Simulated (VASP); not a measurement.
# InPt3 (Pm-3m) in VASP: further runs

InPt3 is run at these levels: LDA; tasks: single point.

All numbers are computed with VASP 6.6.1; they aren't measurements. Logs are shortened: lines on timing, memory, paths and dates and some standing lists are left out, and cuts for length are marked.

## Step 1: The cell of the first run

The structure is cubic, space group Pm-3m (No. 221). The conventional cell has a = 3.940 Å, b = 3.940 Å, c = 3.940 Å, α = 90.00°, β = 90.00°, γ = 90.00°. In (site symmetry m-3m) has 12 Pt at 2.79 Å within 3.7 Å. Pt (site symmetry 4/mmm) has 4 In at 2.79 Å and 8 Pt at 2.79 Å within 3.7 Å.

## Step 2: Single point, LDA (15.29 Å³/atom)

INCAR

```
ALGO     = Fast           # electronic algorithm
EDIFF    = 1E-7           # SCF threshold, eV
ENCUT    = 520            # plane-wave cutoff, eV
ISIF     = 2              # what is computed and relaxed
ISMEAR   = -1             # smearing method
LASPH    = True           # aspherical terms in the spheres
LCHARG   = False          # write CHGCAR
LREAL    = False          # projectors in reciprocal space
LWAVE    = False          # write WAVECAR
NBANDS   = 30             # bands
NELM     = 60             # most SCF steps
PREC     = Accurate       # precision mode
SIGMA    = 0.15           # smearing width, eV
```

KPOINTS

```
k-points
0
Gamma
  10 10 10
```

POSCAR

```
InPt3
1.0
    3.9397522745      0.0000000000      0.0000000000
    0.0000000000      3.9397522745      0.0000000000
    0.0000000000      0.0000000000      3.9397522745
In Pt
1 3
Direct
    0.0000000000      0.0000000000      0.0000000000
    0.5000000000      0.5000000000      0.0000000000
    0.0000000000      0.5000000000      0.5000000000
    0.5000000000      0.0000000000      0.5000000000
```

Potentials or basis: VASP PAW LDA potentials, release 64 (In_d, Pt).

Run with:

```console
> cat potpaw_LDA.64/In_d/POTCAR potpaw_LDA.64/Pt/POTCAR > POTCAR
> mpirun -np 1 vasp_std > vasp.out
```

OUTCAR:

```text
EDIFF = 1E-7
   ENCUT = 520
   ISIF = 2
   ISMEAR = -1
   LASPH = True
   LREAL = False
   NELM = 60
   PREC = Accurate

 ion  position               nearest neighbor table
   1  0.000  0.000  0.000-   2 2.79   3 2.79   4 2.79   3 2.79   4 2.79   2 2.79   3 2.79   3 2.79
                             2 2.79   4 2.79   4 2.79   2 2.79
   2  0.500  0.500  0.000-   1 2.79   3 2.79   4 2.79   3 2.79   4 2.79   1 2.79   4 2.79   4 2.79
                             1 2.79   3 2.79   3 2.79   1 2.79
   3  0.000  0.500  0.500-   1 2.79   2 2.79   4 2.79   1 2.79   2 2.79   1 2.79   4 2.79   1 2.79
                             2 2.79   4 2.79   2 2.79   4 2.79
   4  0.500  0.000  0.500-   1 2.79   2 2.79   3 2.79   1 2.79   2 2.79   2 2.79   3 2.79   2 2.79
                             1 2.79   3 2.79   1 2.79   3 2.79

  LATTYP: Found a simple cubic cell.
 ALAT       =     3.9397522745

  Lattice vectors:

 A1 = (   3.9397522745,   0.0000000000,   0.0000000000)
 A2 = (   0.0000000000,   3.9397522745,   0.0000000000)
 A3 = (   0.0000000000,   0.0000000000,   3.9397522745)

Analysis of symmetry for initial positions (statically):
=====================================================================
 Subroutine PRICEL returns:
 Original cell was already a primitive cell.

 Routine SETGRP: Setting up the symmetry group for a
 simple cubic supercell.

 Subroutine GETGRP returns: Found 48 space group operations
 (whereof 48 operations were pure point group operations)
 out of a pool of 48 trial point group operations.

The static configuration has the point symmetry O_h .

Analysis of symmetry for dynamics (positions and initial velocities):
=====================================================================
 Subroutine PRICEL returns:
 Original cell was already a primitive cell.

 Routine SETGRP: Setting up the symmetry group for a
 simple cubic supercell.

 Subroutine GETGRP returns: Found 48 space group operations
 (whereof 48 operations were pure point group operations)
 out of a pool of 48 trial point group operations.

The dynamic configuration has the point symmetry O_h .

 Subroutine INISYM returns: Found 48 space group operations
 (whereof 48 operations are pure point group operations),
 and found     1 'primitive' translations

----------------------------------------------------------------------------------------

                                     Primitive cell

  volume of cell :      61.1514

  direct lattice vectors                    reciprocal lattice vectors
     3.939752274  0.000000000  0.000000000     0.253823066  0.000000000  0.000000000
     0.000000000  3.939752274  0.000000000     0.000000000  0.253823066  0.000000000
     0.000000000  0.000000000  3.939752274     0.000000000  0.000000000  0.253823066

  length of vectors
     3.939752274  3.939752274  3.939752274     0.253823066  0.253823066  0.253823066

  position of ions in fractional coordinates (direct lattice)
     0.000000000  0.000000000  0.000000000
     0.500000000  0.500000000  0.000000000
     0.000000000  0.500000000  0.500000000
     0.500000000  0.000000000  0.500000000

  ion indices of the primitive-cell ions
   primitive index   ion index
                 1           1
                 2           2
                 3           3
                 4           4

----------------------------------------------------------------------------------------

 KPOINTS: k-points

Automatic generation of k-mesh.
 Grid dimensions read from file:
 generate k-points for:   10   10   10

 Generating k-lattice:

  Cartesian coordinates                     Fractional coordinates (reciprocal lattice)
     0.025382307  0.000000000  0.000000000     0.100000000  0.000000000  0.000000000
     0.000000000  0.025382307  0.000000000     0.000000000  0.100000000  0.000000000
     0.000000000  0.000000000  0.025382307     0.000000000  0.000000000  0.100000000

  Length of vectors
     0.025382307  0.025382307  0.025382307

  Shift w.r.t. Gamma in fractional coordinates (k-lattice)
     0.000000000  0.000000000  0.000000000

 Subroutine IBZKPT returns following result:
 ===========================================

 Found     56 irreducible k-points:

 Following reciprocal coordinates:
            Coordinates               Weight
  0.000000  0.000000  0.000000      1.000000
  0.100000  0.000000  0.000000      6.000000
  0.200000  0.000000  0.000000      6.000000
  0.300000  0.000000  0.000000      6.000000
  0.400000  0.000000  0.000000      6.000000
  0.500000  0.000000  0.000000      3.000000
[... 16 lines left out ...]
  0.200000  0.100000  0.100000     24.000000
  0.300000  0.100000  0.100000     24.000000
 [... further k-points ...]
   k-points           NKPTS =     56   k-points in BZ     NKDIM =     56   number of bands    NBANDS=     30
   number of dos      NEDOS =    301   number of ions     NIONS =      4
   total plane-waves  NPLWV =  27000
   dimension x,y,z NGX =    30 NGY =   30 NGZ =   30
   dimension x,y,z NGXF=    60 NGYF=   60 NGZF=   60
   ions per type =               1   3
   NGX,Y,Z   is equivalent  to a cutoff of  12.66, 12.66, 12.66 a.u.
   NGXF,Y,Z  is equivalent  to a cutoff of  25.32, 25.32, 25.32 a.u.
 SYSTEM =  unknown system
   PREC   = accura    normal or accurate (medium, high low for compatibility)
   ISTART =      0    job   : 0-new  1-cont  2-samecut
   ICHARG =      2    charge: 1-file 2-atom 10-const
   ISPIN  =      1    spin polarized calculation?
   LNONCOLLINEAR =      F non collinear calculations
   LSORBIT =      F    spin-orbit coupling
   LASPH  =      T    aspherical Exc in radial PAW
   ENCUT  =  520.0 eV  38.22 Ry    6.18 a.u.   7.33  7.33  7.33*2*pi/ulx,y,z
   NELM   =     60;   NELMIN=  2; NELMDL= -5     # of ELM steps
   EDIFF  = 0.1E-06   stopping-criterion for ELM
   LREAL  =      F    real-space projection
   EDIFFG = 0.1E-05   stopping-criterion for IOM
   NSW    =      0    number of steps for IOM
   IBRION =     -1    ionic relax: 0-MD 1-quasi-New 2-CG
   NFREE  =      0    steps in history (QN), initial steepest desc. (CG)
   ISIF   =      2    stress and relaxation
   ISYM   =      2    0-nonsym 1-usesym 2-fastsym
   POTIM  = 0.5000    time-step for ionic-motion
   TEBEG  =    0.0;   TEEND  =   0.0 temperature during run
   PSTRESS=    0.0 pullay stress
   NELECT =      43.0000    total number of electrons
   NUPDOWN=      -1.0000    fix difference up-down
   EMIN   =  10.00;   EMAX   =-10.00  energy-range for DOS
   EFERMI =   0.00;   METHOD = LEGACY
   ISMEAR =    -1;   SIGMA  =   0.15  broadening in eV -4-tet -1-fermi 0-gaus
   EFERMI_NEDOS =   21; number of points for ismear=-14 and -15
   IALGO  =     68    algorithm
   IMIX   =      4    mixing-type and parameters
     AMIX     =   0.40;   BMIX     =  1.00
     AMIX_MAG =   1.60;   BMIX_MAG =  1.00
  volume/ion in A,a.u.               =      15.29       103.17
  Fermi-wavevector in a.u.,A,eV,Ry     =   1.455779  2.751023 28.834718  2.119292
  Thomas-Fermi vector in A             =   2.572774
   LORBIT       =      0    0 simple, 1 ext, 2 COOP (PROOUT), +10 PAW based schemes
   GGA     = CA    functional components
   LHFCALC =     F    Hartree Fock is set to
   AEXX    =    0.0000 exact exchange contribution
   IVDW    =     0    specifies the selected vdW correction
   LEPSILON=     F    determine dielectric tensor
   LRPA    =     F    only Hartree local field effects (RPA)
 non-spin polarized calculation
 RMM-DIIS sequential band-by-band and
  energy-cutoff  :      520.00
  volume of cell :       61.15
 maximum number of plane-waves:      1671
 NGX is ok and might be reduce to    30
   NGX = 15   NGY = 15   NGZ = 15

 number of electron      43.0000021 magnetization

 Free energy of the ion-electron system (eV)
  ---------------------------------------------------
  ext. energy  EPLUGINS =         0.00000000
  ---------------------------------------------------
  free energy    TOTEN  =       -27.34305314 eV

  energy without entropy =      -27.15937651  energy(sigma->0) =      -27.25121483

 E-fermi :  11.7117     XC(G=0): -13.5306

 val. band max:       11.7012222738   @ k =   0.2000   0.1000   0.1000
 cond. band min:      11.7203722254   @ k =   0.4000   0.3000   0.3000
 fundamental gap:      0.0191499516
 Fermi energy:        11.7117139817

 k-point     1 :       0.0000    0.0000    0.0000
  band No.  band energies     occupation
      1      -2.7397      2.00000
      2      -2.7397      2.00000
      3      -2.6657      2.00000
      4      -2.6657      2.00000
      5      -2.6657      2.00000
      6       0.6847      2.00000
[... 22 lines left out ...]
     29      20.9708      0.00000
     30      20.9708      0.00000

 k-point     2 :       0.1000    0.0000    0.0000
  band No.  band energies     occupation
      1      -2.7313      2.00000
      2      -2.7232      2.00000
      3      -2.6637      2.00000
      4      -2.6579      2.00000
      5      -2.6579      2.00000
      6       0.8097      2.00000
[... 22 lines left out ...]
     29      21.0564      0.00000
     30      21.4445      0.00000

 k-point     3 :       0.2000    0.0000    0.0000
  band No.  band energies     occupation
      1      -2.7095      2.00000
      2      -2.6797      2.00000
      3      -2.6581      2.00000
      4      -2.6373      2.00000
      5      -2.6373      2.00000
      6       1.1800      2.00000
[... 22 lines left out ...]
     29      20.9111      0.00000
     30      21.6094      0.00000

 k-point     4 :       0.3000    0.0000    0.0000
  band No.  band energies     occupation
      1      -2.6825      2.00000
      2      -2.6512      2.00000
      3      -2.6255      2.00000
      4      -2.6114      2.00000
      5      -2.6114      2.00000
      6       1.7807      2.00000
[... 616 lines left out ...]
     29      21.6336      0.00000
     30      21.6338      0.00000

 k-point    23 :       0.2000    0.1000    0.1000
  band No.  band energies     occupation
      1      -2.6914      2.00000
      2      -2.6702      2.00000
      3      -2.6411      2.00000
      4      -2.6303      2.00000
      5      -2.6291      2.00000
      6       1.4196      2.00000
[... 22 lines left out ...]
     29      20.9457      0.00000
     30      22.2115      0.00000

 k-point    24 :       0.3000    0.1000    0.1000
  band No.  band energies     occupation
      1      -2.6685      2.00000
      2      -2.6451      2.00000
      3      -2.6202      2.00000
      4      -2.6093      2.00000
      5      -2.5997      2.00000
      6       2.0055      2.00000
[... 22 lines left out ...]
     29      21.8440      0.00000
     30      22.4954      0.00000

 [... further k-points ...]

------------------------ aborting loop because EDIFF is reached ----------------------------------------

  FORCE on cell =-STRESS in cart. coord.  units (eV):
  Direction    XX          YY          ZZ          XY          YZ          ZX
  --------------------------------------------------------------------------------------
  -------------------------------------------------------------------------------------
  Total        2.3180641      2.3180641      2.3180641      0.0000000      0.0000000     -0.0000000
  in kB       60.7336361     60.7336361     60.7336361      0.0000000      0.0000000     -0.0000000
  external PRESSURE =      60.7336361 kB  Pullay stress =       0.0000000 kB

 VOLUME and BASIS-vectors are now :
 -----------------------------------------------------------------------------
  energy-cutoff  :      520.00
  volume of cell :       61.15
      direct lattice vectors                 reciprocal lattice vectors
     3.939752274  0.000000000  0.000000000     0.253823066  0.000000000  0.000000000
     0.000000000  3.939752274  0.000000000     0.000000000  0.253823066  0.000000000
     0.000000000  0.000000000  3.939752274     0.000000000  0.000000000  0.253823066

 POSITION                                       TOTAL-FORCE (eV/Angst)
 -----------------------------------------------------------------------------------
      0.00000      0.00000      0.00000         0.000000      0.000000      0.000000
      1.96988      1.96988      0.00000         0.000000      0.000000      0.000000
      0.00000      1.96988      1.96988         0.000000      0.000000      0.000000
      1.96988      0.00000      1.96988         0.000000      0.000000      0.000000
 -----------------------------------------------------------------------------------
    total drift:                                0.000000      0.000000     -0.000000

  FREE ENERGIE OF THE ION-ELECTRON SYSTEM (eV)
  ---------------------------------------------------
  free  energy   TOTEN  =       -27.3430531433 eV

  energy  without entropy=      -27.1593765126  energy(sigma->0) =      -27.25121483
```

Run time: 70 s. Hardware: 1 thread of Intel Xeon Platinum 8488C (Sapphire Rapids), shared host; peak memory 0.21 GiB.

Results:

```
Free energy            : -27.3431 eV
Pressure               : 6.1 GPa
Band gap on the k mesh : zero (an odd number of electrons rules out a gap without spin polarisation)
```

Levels at points of the mesh, in eV from the Fermi level:
| k point | band 18 | band 19 | band 20 | band 21 | band 22 | band 23 | band 24 | band 25 | band 26 | band 27 |
| --- | --- | --- | --- | --- | --- | --- | --- | --- | --- | --- |
| (0.00, 0.00, 0.00) | 0.01 | 0.19 | 0.19 | 0.19 | 0.53 | 0.53 | 0.53 | 6.00 | 7.41 | 7.41 |
| (0.50, 0.00, 0.00) | -2.20 | -2.20 | -2.05 | -0.79 | 0.53 | 4.18 | 5.91 | 5.91 | 6.46 | 6.46 |
| (0.50, 0.50, 0.00) | -2.52 | -1.86 | -1.73 | -1.70 | -0.57 | 1.57 | 1.57 | 7.36 | 9.27 | 9.27 |
| (0.50, 0.50, 0.50) | -2.20 | -1.62 | -1.62 | -0.45 | 0.06 | 0.06 | 0.06 | 3.38 | 4.51 | 4.51 |

Caveat: the cell stands under pressure; spin-orbit coupling is left out, which moves the levels of the heavy elements.

[end of part 1 of 2]
